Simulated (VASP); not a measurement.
Crystal: BN (BN (F-43m)).

```
B N
1.0
     0.00000    1.81206    1.81206
     1.81206    0.00000    1.81206
     1.81206    1.81206    0.00000
B N
1 1
Cartesian
  0.0000 0.0000 0.0000
  0.9060 0.9060 0.9060
```

Program: VASP 6.6.1. Alike in all runs: task single point; no spin polarisation; cell as given; smearing fermi-dirac 0.01 eV.

Problem. Order these runs on this cell by their band gap on the k mesh, lowest first.
A. level LDA; potentials or basis VASP PAW LDA potentials, release 64 (B, N); k mesh 13 × 13 × 13; cutoff (eV) 600
B. level HSE06; potentials or basis VASP PAW PBE potentials, release 64 (B, N); k mesh 8 × 8 × 8; cutoff (eV) 520; grid for exact exchange (PRECFOCK) Normal; screening parameter 0.2079 1/Å
C. level r2SCAN; potentials or basis VASP PAW PBE potentials, release 64 (B, N); k mesh 13 × 13 × 13; cutoff (eV) 660

Solution. A (4.41 eV), C (5.04 eV), B (5.76 eV).

A k mesh can miss the band edges, odd and even meshes differently.
